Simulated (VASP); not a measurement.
A run of VASP 6.6.1 is set up as follows.

The input INCAR:

```
ALGO = Fast ; EDIFF = 1E-6
ENCUT = 520 ; GGA = PE
ISIF = 2 ; ISMEAR = 0
LASPH = True ; LCHARG = False
LREAL = False ; LWAVE = False
NBANDS = 42 ; NELM = 60
PREC = Accurate ; SIGMA = 0.1
```

File KPOINTS:

```
k-points
0
Gamma
  4 4 4
```

The input POSCAR:

```
Hg3Sb3Pb
1.0
    5.9592354300      0.0000000000      0.0000000000
    0.0000000000      5.9592354300      0.0000000000
    0.0000000000      0.0000000000      5.9592354300
Hg Sb Pb
3 3 1
Direct
    0.5000000000      0.0000000000      0.0000000000
    0.0000000000      0.5000000000      0.0000000000
    0.0000000000      0.0000000000      0.5000000000
    0.5000000000      0.5000000000      0.0000000000
    0.0000000000      0.5000000000      0.5000000000
    0.5000000000      0.0000000000      0.5000000000
    0.5000000000      0.5000000000      0.5000000000
```

Potentials or basis: VASP PAW PBE potentials, release 64 (Hg, Sb, Pb_d).

Run with:

```console
$ cat potpaw_PBE.64/Hg/POTCAR potpaw_PBE.64/Sb/POTCAR potpaw_PBE.64/Pb_d/POTCAR > POTCAR
$ mpirun -np 1 vasp_std > vasp.out
```

Q: What does it give for the pressure?

A: 3.1 GPa.

Q: Predict the band gap on the k mesh.

A: Zero (an odd number of electrons rules out a gap without spin polarisation).

Caveat: the cell stands under pressure; spin-orbit coupling is left out, which moves the levels of the heavy elements.
